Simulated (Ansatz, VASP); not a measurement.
**Two plane-wave programs on NaH**

The input POSCAR:

```
NaH
1.0
    0.0000000000      2.4047663664      2.3102590482
    2.4047663664      0.0000000000      2.3102590482
    2.4047663664      2.4047663664      0.0000000000
Na H
1 1
Direct
    0.0000000000      0.0000000000      0.0000000000
    0.5000000000      0.5000000000      0.5000000000
```

File INCAR.step1:

```
PREC = Accurate ; ENCUT = 520
ISMEAR = -1 ; SIGMA = 0.2
LREAL = False ; LASPH = True
NELM = 100 ; NBANDS = 11
GGA = PE ; ALGO = Normal
EDIFF = 1E-4 ; LWAVE = True
LCHARG = False
```

File INCAR.step2:

```
PREC = Accurate ; ENCUT = 520
EDIFF = 1E-7 ; ISMEAR = -1
SIGMA = 0.2 ; LREAL = False
LASPH = True ; NELM = 100
ALGO = Normal ; ISIF = 2
LWAVE = False ; LCHARG = False
METAGGA = R2SCAN ; LMIXTAU = True
NBANDS = 11 ; ISTART = 1
```

The input KPOINTS:

```
regular mesh
0
Gamma
  10 10 10
```

Input for Ansatz:

```yaml
crystal:
  lattice:
    - [0.0, 2.4047663664, 2.3102590482]
    - [2.4047663664, 0.0, 2.3102590482]
    - [2.4047663664, 2.4047663664, 0.0]
  atoms:
    - { symbol: Na, position: [0.0, 0.0, 0.0] }
    - { symbol: H, position: [0.5, 0.5, 0.5] }
basis:
  ecutwfc: 520.0
kpoints:
  mp_grid: { grid: [10, 10, 10] }
hamiltonian:
  xc: r2scan
scf:
  occupations: { method: fermi_dirac, width: 0.2 }
output:
  forces: true
  stress: true
  eigenvalues: true
```

Alike in both runs: task single point; functional r2SCAN; k mesh 10 × 10 × 10; occupations fermi-dirac, width 0.2 eV; no spin polarisation.

```csv
,VASP,Ansatz
version,VASP 6.6.1,Ansatz 0.2.0
potentials or method,"VASP PAW PBE potentials, release 64 (Na_pv, H), cutoff 520 eV","scalar-relativistic, plane waves, PAW"
valence electrons in the cell,8,10
```

|  | VASP | Ansatz | Ansatz less VASP |
| --- | --- | --- | --- |
| gap on the k mesh at the Fermi level (eV) | 4.45 | 4.43 | -0.013 |
| least direct gap on the mesh (eV) | 5.33 | 5.34 | +0.011 |
| pressure (GPa) | 0.5 | 0.9 | +0.35 |
| traceless stress, the component that is largest in VASP (GPa) | 1.20 | 1.18 | -0.025 |

VASP's potentials were made for PBE, not for r2SCAN. The functional is the same, so the differences come from potentials, cutoffs and numerics. VASP's potentials hold 8 valence electrons a cell and Ansatz's 10, so a difference there can come from the potentials and not from the codes.
